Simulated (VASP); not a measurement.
A run of VASP 6.6.1 is set up as follows.

INCAR

```
SYSTEM = SnSe2
PREC = Accurate ; ENCUT = 520
EDIFF = 1E-6 ; ISMEAR = 0
SIGMA = 0.05 ; LREAL = .FALSE.
LASPH = .TRUE. ; NELM = 80
ALGO = Normal ; ISIF = 2
LWAVE = .FALSE. ; LCHARG = .TRUE.
GGA = PS ; IVDW = 12
LELF = .TRUE. ; LVHAR = .TRUE.
NBANDS = 20
```

Contents of KPOINTS:

```
regular mesh
0
G
  12 12 6
  0 0 0
```

File POSCAR:

```
SnSe2
1.0
    3.6585588303      0.0000000000      0.0000000000
   -1.8292794152      3.1684048883      0.0000000000
    0.0000000000      0.0000000000      6.3824800000
Sn Se
1 2
Direct
    0.0000000000      0.0000000000      0.0000000000
    0.3333333333      0.6666666667      0.2500000000
    0.6666666667      0.3333333333      0.7500000000
```

Potentials or basis: VASP PAW PBE potentials, release 64 (Sn_d, Se).

The run is started by

```console
$ cat potpaw_PBE.64/Sn_d/POTCAR potpaw_PBE.64/Se/POTCAR > POTCAR
$ mpirun -np 1 vasp_std > vasp.out
```

Question: Predict the largest force.

Answer: 0.523 eV/Å.

Question: Estimate the pressure.

Answer: 3.8 GPa.

Forces on the atoms (eV/Å):
```
Sn   0.000  0.000  0.000
Se   0.000  0.000  0.523
Se   0.000  0.000 -0.523
```

Caveat: the cell differs from its parent crystal (strain -0.040 along x and y, +0.040 along z); the PAW data sets were made with another functional, which shifts forces and pressure a little.
